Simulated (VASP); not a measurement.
# BN (Fmm2) in VASP: further runs

Runs on BN. Level: PBE+D3(BJ). Tasks: single point.

All numbers are computed with VASP 6.6.1; they aren't measurements. Logs are shortened: lines on timing, memory, paths and dates and some standing lists are left out, and cuts for length are marked.

### Step 1. The cell of the first run

It takes space group Fmm2 (No. 42, orthorhombic). The conventional cell has a = 2.503 Å, b = 6.991 Å, c = 4.462 Å, α = 90.00°, β = 90.00°, γ = 90.00°. B (site symmetry mm2) has 3 N at 1.46 to 1.49 Å within 1.9 Å. N (site symmetry mm2) has 3 B at 1.46 to 1.49 Å within 1.9 Å.

### Step 2. Single point, PBE+D3(BJ) (strain +0.000 along x and y, +0.030 along z)

Input file INCAR:

```
SYSTEM = BN
  PREC = Accurate
  ENCUT = 520
  EDIFF = 1E-6
  ISMEAR = 0
  SIGMA = 0.05
  LREAL = .False.
  LASPH = .True.
  NELM = 80
  ALGO = Normal
  ISIF = 2
  LWAVE = .False.
  LCHARG = .True.
  GGA = PE
  IVDW = 12
  LELF = .True.
  LVHAR = .True.
  NBANDS = 11
```

Input file KPOINTS:

```
regular mesh
0
Gamma
  12 12 12
  0 0 0
```

Input file POSCAR:

```
BN
1.0
    0.0000000000      3.4953158300      2.2310739772
    1.2516321000      0.0000000000      2.2310739772
    1.2516321000      3.4953158300      0.0000000000
B N
1 1
Direct
    0.0000486500      0.0000486500      0.9999513500
    0.6666513400      0.6666513400      0.3333486600
```

Potentials or basis: VASP PAW PBE potentials, release 64 (B, N).

The run is started by

```bash
> cat potpaw_PBE.64/B/POTCAR potpaw_PBE.64/N/POTCAR > POTCAR
> mpirun -np 1 vasp_std > vasp.out
```

OUTCAR:

```text
SYSTEM = BN
   PREC = Accurate
   ENCUT = 520
   EDIFF = 1E-6
   ISMEAR = 0
   LREAL = .False.
   LASPH = .True.
   NELM = 80
   ISIF = 2
   GGA = PE
   IVDW = 12
 IVDW          = 12

 ion  position               nearest neighbor table
   1  0.000  0.000  1.000-   2 1.46   2 1.46   2 1.49
   2  0.667  0.667  0.333-   1 1.46   1 1.46   1 1.49

  LATTYP: Found a face centered orthorhombic cell.
 ALAT       =     2.5032642000
 B/A-ratio  =     1.7825317657
 C/A-ratio  =     2.7926064137

  Lattice vectors:

 A1 = (  -0.0000000000,   3.4953158300,   2.2310739772)
 A2 = (  -1.2516321000,   3.4953158300,   0.0000000000)
 A3 = (  -1.2516321000,   0.0000000000,   2.2310739772)

Analysis of symmetry for initial positions (statically):
=====================================================================
 Subroutine PRICEL returns:
 Original cell was already a primitive cell.

 Routine SETGRP: Setting up the symmetry group for a
 face centered orthorhombic supercell.

 Subroutine GETGRP returns: Found  4 space group operations
 (whereof  4 operations were pure point group operations)
 out of a pool of  8 trial point group operations.

The static configuration has the point symmetry C_2v.

Analysis of symmetry for dynamics (positions and initial velocities):
=====================================================================
 Subroutine PRICEL returns:
 Original cell was already a primitive cell.

 Routine SETGRP: Setting up the symmetry group for a
 face centered orthorhombic supercell.

 Subroutine GETGRP returns: Found  4 space group operations
 (whereof  4 operations were pure point group operations)
 out of a pool of  8 trial point group operations.

The dynamic configuration has the point symmetry C_2v.

 Subroutine INISYM returns: Found  4 space group operations
 (whereof  4 operations are pure point group operations),
 and found     1 'primitive' translations

----------------------------------------------------------------------------------------

                                     Primitive cell

  volume of cell :      19.5212

  direct lattice vectors                    reciprocal lattice vectors
     0.000000000  3.495315830  2.231073977    -0.399478409  0.143048590  0.224107316
     1.251632100  0.000000000  2.231073977     0.399478409 -0.143048590  0.224107316
     1.251632100  3.495315830  0.000000000     0.399478409  0.143048590 -0.224107316

  length of vectors
     4.146676240  2.558177868  3.712656147     0.479864551  0.479864551  0.479864551

  position of ions in fractional coordinates (direct lattice)
     0.000048650  0.000048650  0.999951350
     0.666651340  0.666651340  0.333348660

  ion indices of the primitive-cell ions
   primitive index   ion index
                 1           1
                 2           2

----------------------------------------------------------------------------------------

 KPOINTS: regular mesh

Automatic generation of k-mesh.
 Grid dimensions read from file:
 generate k-points for:   12   12   12

 Generating k-lattice:

  Cartesian coordinates                     Fractional coordinates (reciprocal lattice)
    -0.033289867  0.011920716  0.018675610     0.083333333  0.000000000  0.000000000
     0.033289867 -0.011920716  0.018675610     0.000000000  0.083333333  0.000000000
     0.033289867  0.011920716 -0.018675610     0.000000000  0.000000000  0.083333333

  Length of vectors
     0.039988713  0.039988713  0.039988713

  Shift w.r.t. Gamma in fractional coordinates (k-lattice)
     0.000000000  0.000000000  0.000000000

 Subroutine IBZKPT returns following result:
 ===========================================

 Found    280 irreducible k-points:

 Following reciprocal coordinates:
            Coordinates               Weight
  0.000000  0.000000  0.000000      1.000000
  0.083333  0.000000  0.000000      8.000000
  0.166667  0.000000  0.000000      8.000000
  0.250000  0.000000  0.000000      8.000000
  0.333333  0.000000  0.000000      8.000000
  0.416667  0.000000  0.000000      8.000000
[... 16 lines left out ...]
  0.500000  0.166667  0.000000      8.000000
 -0.416667  0.166667 -0.000000      8.000000
 [... further k-points ...]
   k-points           NKPTS =    280   k-points in BZ     NKDIM =    280   number of bands    NBANDS=     11
   number of dos      NEDOS =    301   number of ions     NIONS =      2
   total plane-waves  NPLWV =  17920
   dimension x,y,z NGX =    32 NGY =   20 NGZ =   28
   dimension x,y,z NGXF=    64 NGYF=   40 NGZF=   56
   ions per type =               1   1
   NGX,Y,Z   is equivalent  to a cutoff of  12.83, 13.00, 12.54 a.u.
   NGXF,Y,Z  is equivalent  to a cutoff of  25.66, 25.99, 25.08 a.u.
 SYSTEM =  BN
   PREC   = accura    normal or accurate (medium, high low for compatibility)
   ISTART =      0    job   : 0-new  1-cont  2-samecut
   ICHARG =      2    charge: 1-file 2-atom 10-const
   ISPIN  =      1    spin polarized calculation?
   LNONCOLLINEAR =      F non collinear calculations
   LSORBIT =      F    spin-orbit coupling
   LASPH  =      T    aspherical Exc in radial PAW
   ENCUT  =  520.0 eV  38.22 Ry    6.18 a.u.   7.71  4.76  6.90*2*pi/ulx,y,z
   NELM   =     80;   NELMIN=  2; NELMDL= -5     # of ELM steps
   EDIFF  = 0.1E-05   stopping-criterion for ELM
   LREAL  =      F    real-space projection
   EDIFFG = 0.1E-04   stopping-criterion for IOM
   NSW    =      0    number of steps for IOM
   IBRION =     -1    ionic relax: 0-MD 1-quasi-New 2-CG
   NFREE  =      0    steps in history (QN), initial steepest desc. (CG)
   ISIF   =      2    stress and relaxation
   ISYM   =      2    0-nonsym 1-usesym 2-fastsym
   POTIM  = 0.5000    time-step for ionic-motion
   TEBEG  =    0.0;   TEEND  =   0.0 temperature during run
   PSTRESS=    0.0 pullay stress
   NELECT =       8.0000    total number of electrons
   NUPDOWN=      -1.0000    fix difference up-down
   EMIN   =  10.00;   EMAX   =-10.00  energy-range for DOS
   EFERMI =   0.00;   METHOD = LEGACY
   ISMEAR =     0;   SIGMA  =   0.05  broadening in eV -4-tet -1-fermi 0-gaus
   EFERMI_NEDOS =   21; number of points for ismear=-14 and -15
   IALGO  =     38    algorithm
   IMIX   =      4    mixing-type and parameters
     AMIX     =   0.40;   BMIX     =  1.00
     AMIX_MAG =   1.60;   BMIX_MAG =  1.00
  volume/ion in A,a.u.               =       9.76        65.87
  Fermi-wavevector in a.u.,A,eV,Ry     =   1.216006  2.297919 20.118542  1.478671
  Thomas-Fermi vector in A             =   2.351374
   LORBIT       =      0    0 simple, 1 ext, 2 COOP (PROOUT), +10 PAW based schemes
   GGA     = PE    functional components
   LHFCALC =     F    Hartree Fock is set to
   AEXX    =    0.0000 exact exchange contribution
   IVDW    =    12    specifies the selected vdW correction
   LEPSILON=     F    determine dielectric tensor
   LRPA    =     F    only Hartree local field effects (RPA)
 non-spin polarized calculation
 Gauss-broadening in eV      SIGMA  =   0.05
  energy-cutoff  :      520.00
  volume of cell :       19.52
 maximum number of plane-waves:       548
   NGX = 15   NGY =  9   NGZ = 13

 number of electron       8.0000000 magnetization

 Free energy of the ion-electron system (eV)
  ---------------------------------------------------
  ext. energy  EPLUGINS =         0.00000000
  ---------------------------------------------------
  free energy    TOTEN  =       -17.55790433 eV

  energy without entropy =      -17.55790433  energy(sigma->0) =      -17.55790433

 E-fermi :   2.0799     XC(G=0):  -9.6532

 val. band max:        1.8356325732   @ k =   0.5000  -0.3333   0.1667
 cond. band min:       5.4755316345   @ k =   0.0000   0.5000   0.5000
 fundamental gap:      3.6398990613
 Fermi energy:         2.0799389220

 k-point     1 :       0.0000    0.0000    0.0000
  band No.  band energies     occupation
      1     -15.8092      2.00000
      2      -2.4401      2.00000
      3       0.2576      2.00000
      4       0.4158      2.00000
      5       6.6502      0.00000
      6      12.5238      0.00000
      7      13.3200      0.00000
      8      14.2822      0.00000
      9      15.6220      0.00000
     10      26.6333      0.00000
     11      28.3479      0.00000

 k-point     2 :       0.0833    0.0000    0.0000
  band No.  band energies     occupation
      1     -15.6727      2.00000
      2      -2.3099      2.00000
      3      -0.1810      2.00000
      4       0.0525      2.00000
      5       6.9617      0.00000
      6      12.7302      0.00000
      7      13.5272      0.00000
      8      13.8298      0.00000
      9      16.1178      0.00000
     10      26.7234      0.00000
     11      27.0469      0.00000

 k-point     3 :       0.1667    0.0000    0.0000
  band No.  band energies     occupation
      1     -15.2712      2.00000
      2      -1.9285      2.00000
      3      -1.5234      2.00000
      4      -0.5886      2.00000
      5       7.7763      0.00000
      6      12.4991      0.00000
      7      12.7152      0.00000
      8      14.9261      0.00000
      9      17.2820      0.00000
     10      23.9736      0.00000
     11      27.4662      0.00000
[... 267 lines left out ...]
 k-point    23 :       0.5000    0.1667    0.0000
  band No.  band energies     occupation
      1     -12.8463      2.00000
      2      -6.1136      2.00000
      3      -3.6429      2.00000
      4       0.8951      2.00000
      5       7.0925      0.00000
      6      12.2226      0.00000
      7      14.3487      0.00000
      8      16.8574      0.00000
      9      19.5986      0.00000
     10      22.1331      0.00000
     11      23.9166      0.00000

 k-point    24 :      -0.4167    0.1667   -0.0000
  band No.  band energies     occupation
      1     -12.4716      2.00000
      2      -6.6596      2.00000
      3      -3.7816      2.00000
      4       1.2575      2.00000
      5       6.4318      0.00000
      6      12.6605      0.00000
      7      14.8608      0.00000
      8      16.6971      0.00000
      9      19.9764      0.00000
     10      21.4773      0.00000
     11      23.8333      0.00000

 [... further k-points ...]

------------------------ aborting loop because EDIFF is reached ----------------------------------------

 Edisp (eV)   -0.25774

 E8    (eV) :    -0.0750

  FORCE on cell =-STRESS in cart. coord.  units (eV):
  Direction    XX          YY          ZZ          XY          YZ          ZX
  --------------------------------------------------------------------------------------
  -------------------------------------------------------------------------------------
  Total      -0.30558    -0.11453    -2.68992     0.00000     0.00000     0.00000
  in kB     -25.07991    -9.39965  -220.77140     0.00000     0.00000     0.00000
  external pressure =      -85.08 kB  Pullay stress =        0.00 kB

 VOLUME and BASIS-vectors are now :
 -----------------------------------------------------------------------------
  energy-cutoff  :      520.00
  volume of cell :       19.52
      direct lattice vectors                 reciprocal lattice vectors
     0.000000000  3.495315830  2.231073977    -0.399478409  0.143048590  0.224107316
     1.251632100  0.000000000  2.231073977     0.399478409 -0.143048590  0.224107316
     1.251632100  3.495315830  0.000000000     0.399478409  0.143048590 -0.224107316

 POSITION                                       TOTAL-FORCE (eV/Angst)
 -----------------------------------------------------------------------------------
      1.25163      3.49532      0.00022         0.000000      0.000000     -0.242794
      1.25163      3.49532      2.97470         0.000000      0.000000      0.242794
 -----------------------------------------------------------------------------------
    total drift:                                0.000006     -0.000012     -0.000025

  FREE ENERGIE OF THE ION-ELECTRON SYSTEM (eV)
  ---------------------------------------------------
  free  energy   TOTEN  =       -17.8156436900 eV

  energy  without entropy=      -17.8156436900  energy(sigma->0) =      -17.81564369
```

Run time: 3.3 min. Hardware: 1 thread of AMD EPYC 7R13 (Zen 3), shared host; peak memory 0.17 GiB.

What came out:

```yaml
Free_energy: -17.8156 eV
Pressure: -8.5 GPa
Largest_force: 0.243 eV/Å
Band_gap_on_the_k_mesh: 3.64 eV (least direct gap 4.47 eV)
Dispersion_energy_per_atom: -0.129 eV
```

Forces on the atoms (eV/Å):
```
B    0.000  0.000 -0.243
N    0.000  0.000  0.243
```

Caveat: the cell differs from its parent crystal (strain +0.000 along x and y, +0.030 along z); the cell stands under tension. A k mesh can miss the band edges.

### Step 3. Single point, PBE+D3(BJ) (strain +0.030 along x and y, -0.030 along z)

Input file INCAR:

```
ALGO = Normal ; EDIFF = 1E-6
ENCUT = 520 ; GGA = PE
ISIF = 2 ; ISMEAR = 0
IVDW = 12 ; LASPH = True
LCHARG = False ; LREAL = False
LWAVE = False ; NBANDS = 11
NELM = 80 ; PREC = Accurate
SIGMA = 0.05
```

Input file KPOINTS:

```
k-points
0
Gamma
  12 12 12
```

Input file POSCAR:

```
BN
1.0
    0.0000000000      3.6001753049      2.1011085028
    1.2891810630      0.0000000000      2.1011085028
    1.2891810630      3.6001753049      0.0000000000
B N
1 1
Direct
    0.0000486500      0.0000486500      0.9999513500
    0.6666513400      0.6666513400      0.3333486600
```

Potentials or basis: VASP PAW PBE potentials, release 64 (B, N).

The run is started by

```bash
> cat potpaw_PBE.64/B/POTCAR potpaw_PBE.64/N/POTCAR > POTCAR
> mpirun -np 1 vasp_std > vasp.out
```

It took 2.9 min on 1 thread of AMD EPYC 7R13 (Zen 3), shared host; peak memory 0.16 GiB.

Results (log left out):

| Quantity | Value |
| --- | --- |
| Free energy | -17.7706 eV |
| Pressure | 1.8 GPa |
| Largest force | 0.894 eV/Å |
| Band gap on the k mesh | 4.15 eV (least direct gap 4.57 eV) |
| Dispersion energy per atom | -0.128 eV |

Forces in eV/Å, atoms in the order of the input:
```
B    0.000  0.000  0.894
N    0.000  0.000 -0.894
```

Stress tensor (GPa, compression positive):
```
-17.50   0.00   0.00
  0.00  -1.63   0.00
  0.00   0.00  24.61
```

Levels at points of the mesh, in eV from the valence-band top:
```tsv
k point	band 2	band 3	band 4	band 5	band 6	band 7
(0.00, 0.00, 0.00)	-4.59	-1.47	-1.29	4.74	10.98	11.76
(0.50, 0.00, 0.00)	-9.03	-3.87	-1.16	4.63	10.41	13.14
(0.50, 0.50, 0.00)	-8.86	-4.75	-0.23	5.68	8.51	12.55
(0.50, 0.00, 0.50)	-5.99	-1.49	-1.28	9.27	10.75	10.89
(0.00, 0.50, 0.50)	-8.72	-4.78	-0.97	4.15	8.72	14.20
```

Caveat: the cell differs from its parent crystal (strain +0.030 along x and y, -0.030 along z). A k mesh can miss the band edges.

(Continued in part 2 of 3.)
